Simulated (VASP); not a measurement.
Set up this calculation in VASP 6.6.1, as the native input.

| Property | Result |
| --- | --- |
| Task | single point |
| Functional | PBEsol |
| Potentials or basis | VASP PAW PBE potentials, release 64 (Al) |
| Cutoff | 520 eV |
| k mesh | 11 × 11 × 6 |
| Occupations | fermi-dirac, width 0.05 eV |
| Spin | no spin polarisation |
| Dipole correction | no |
| Further INCAR settings | ALGO = Fast; EDIFF = 1e-07; NBANDS = 10 |

The structure of Al lies in POSCAR:

```
Al
1.0
    2.6808236896      0.0000000000      0.0000000000
   -1.3404118448      2.3216614183      0.0000000000
    0.0000000000      0.0000000000      4.4118179339
Al
2
Direct
    0.3333333333      0.6666666667      0.2500000000
    0.6666666667      0.3333333333      0.7500000000
```

These files were run (other wordings do the same):

INCAR

```
ALGO     = Fast           # electronic algorithm
EDIFF    = 1E-7           # SCF threshold, eV
ENCUT    = 520            # plane-wave cutoff, eV
GGA      = PS             # functional
ISIF     = 2              # what is computed and relaxed
ISMEAR   = -1             # smearing method
LASPH    = T              # aspherical terms in the spheres
LCHARG   = F              # write CHGCAR
LREAL    = F              # projectors in reciprocal space
LWAVE    = F              # write WAVECAR
NBANDS   = 10             # bands
NELM     = 60             # most SCF steps
PREC     = Accurate       # precision mode
SIGMA    = 0.05           # smearing width, eV
```

KPOINTS

```
k-points
0
Gamma
  11 11 6
```

Potentials or basis: VASP PAW PBE potentials, release 64 (Al).

Run with:

```sh
$ cat potpaw_PBE.64/Al/POTCAR > POTCAR
$ mpirun -np 1 vasp_std > vasp.out
```

Results of the run:

```yaml
Pressure: 20.1 GPa
Band_gap_on_the_k_mesh: zero (band 3 reaches 14.29 eV, above the bottom of band 4 at 6.74 eV)
```

Caveat: the PAW data sets were made with another functional, which shifts forces and pressure a little.

Run time: 6.3 s on 1 thread of Intel(R) Xeon(R) 6975P-C (Granite Rapids) (shared host), peak memory 0.13 GiB.
